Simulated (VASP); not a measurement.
# ZrS2: single point with PBE

The system is ZrS2.

```xyz
54
Lattice="11.0741 0.0000 0.0000 -5.5371 9.5905 0.0000 0.0000 0.0000 12.0822" Properties=species:S:1:pos:R:3 pbc="T T T"
Zr    0.0000    0.0000    0.0000
Zr    0.0000    0.0000    6.0411
Zr   -1.8457    3.1968    0.0000
Zr   -1.8457    3.1968    6.0411
Zr   -3.6914    6.3937    0.0000
Zr   -3.6914    6.3937    6.0411
Zr    3.6914    0.0000    0.0000
Zr    3.6914    0.0000    6.0411
Zr    1.8457    3.1968    0.0000
Zr    1.8457    3.1968    6.0411
Zr    0.0000    6.3937    0.0000
Zr    0.0000    6.3937    6.0411
Zr    7.3828    0.0000    0.0000
Zr    7.3828    0.0000    6.0411
Zr    5.5371    3.1968    0.0000
Zr    5.5371    3.1968    6.0411
Zr    3.6914    6.3937    0.0000
Zr    3.6914    6.3937    6.0411
S     1.8457    1.0656    4.6038
S     1.8457    1.0656   10.6449
S     0.0000    4.2624    4.6038
S     0.0000    4.2624   10.6449
S    -1.8457    7.4593    4.6038
S    -1.8457    7.4593   10.6449
S     5.5371    1.0656    4.6038
S     5.5371    1.0656   10.6449
S     3.6914    4.2624    4.6038
S     3.6914    4.2624   10.6449
S     1.8457    7.4593    4.6038
S     1.8457    7.4593   10.6449
S     9.2285    1.0656    4.6038
S     9.2285    1.0656   10.6449
S     7.3828    4.2624    4.6038
S     7.3828    4.2624   10.6449
S     5.5371    7.4593    4.6038
S     5.5371    7.4593   10.6449
S     0.0000    2.1312    1.4372
S     0.0000    2.1312    7.4783
S    -1.8457    5.3281    1.4372
S    -1.8457    5.3281    7.4783
S    -3.6914    8.5249    1.4372
S    -3.6914    8.5249    7.4783
S     3.6914    2.1312    1.4372
S     3.6914    2.1312    7.4783
S     1.8457    5.3281    1.4372
S     1.8457    5.3281    7.4783
S     0.0000    8.5249    1.4372
S     0.0000    8.5249    7.4783
S     7.3828    2.1312    1.4372
S     7.3828    2.1312    7.4783
S     5.5371    5.3281    1.4372
S     5.5371    5.3281    7.4783
S     3.6914    8.5249    1.4372
S     3.6914    8.5249    7.4783
```

* Program: VASP 6.6.1
* Task: single point
* Functional: PBE
* Potentials or basis: VASP PAW PBE potentials, release 64 (Zr_sv, S)
* Cutoff: 500 eV
* k mesh: 3 × 3 × 1
* Occupations: gaussian, width 0.05 eV
* Spin: no spin polarisation

* Pressure: 0.5 GPa
* Largest force: 0.041 eV/Å
* Band gap on the k mesh: 1.06 eV

Forces in eV/Å, atoms in the order of the input:
```
Zr   0.000  0.000  0.000
Zr   0.000  0.000  0.000
Zr   0.000  0.000  0.000
Zr   0.000  0.000  0.000
Zr   0.000  0.000  0.000
Zr   0.000  0.000  0.000
Zr   0.000  0.000  0.000
Zr   0.000  0.000  0.000
Zr   0.000  0.000  0.000
Zr   0.000  0.000  0.000
Zr   0.000  0.000  0.000
Zr   0.000  0.000  0.000
Zr   0.000  0.000  0.000
Zr   0.000  0.000  0.000
Zr   0.000  0.000  0.000
Zr   0.000  0.000  0.000
Zr   0.000  0.000  0.000
Zr   0.000  0.000  0.000
S    0.000  0.000 -0.041
S    0.000  0.000 -0.041
S    0.000  0.000 -0.041
S    0.000  0.000 -0.041
S    0.000  0.000 -0.041
S    0.000  0.000 -0.041
S    0.000  0.000 -0.041
S    0.000  0.000 -0.041
S    0.000  0.000 -0.041
S    0.000  0.000 -0.041
S    0.000  0.000 -0.041
S    0.000  0.000 -0.041
S    0.000  0.000 -0.041
S    0.000  0.000 -0.041
S    0.000  0.000 -0.041
S    0.000  0.000 -0.041
S    0.000  0.000 -0.041
S    0.000  0.000 -0.041
S    0.000  0.000  0.041
S    0.000  0.000  0.041
S    0.000  0.000  0.041
S    0.000  0.000  0.041
S    0.000  0.000  0.041
S    0.000  0.000  0.041
S    0.000  0.000  0.041
S    0.000  0.000  0.041
S    0.000  0.000  0.041
S    0.000  0.000  0.041
S    0.000  0.000  0.041
S    0.000  0.000  0.041
S    0.000  0.000  0.041
S    0.000  0.000  0.041
S    0.000  0.000  0.041
S    0.000  0.000  0.041
S    0.000  0.000  0.041
S    0.000  0.000  0.041
```

Stress tensor (GPa, compression positive):
```
0.11 0.00 0.00
0.00 0.11 0.00
0.00 0.00 1.21
```

Levels at points of the mesh, in eV from the valence-band top:
```csv
k point,band 214,band 215,band 216,band 217,band 218,band 219
"(0.00, 0.00, 0.00)",-0.09,-0.09,-0.05,1.23,1.23,1.23
```

Wall time 12 min on 4 MPI ranks on Intel(R) Xeon(R) Platinum 8259CL CPU @ 2.50GHz (Skylake/Cascade Lake), on a shared host, peak memory 0.85 GiB a rank.

Caveat: the k points lie up to 0.52 Å⁻¹ apart; this functional lacks dispersion, which binds layers or chains, so the pressure and a relaxed spacing across them are unreliable. A k mesh can miss the band edges.
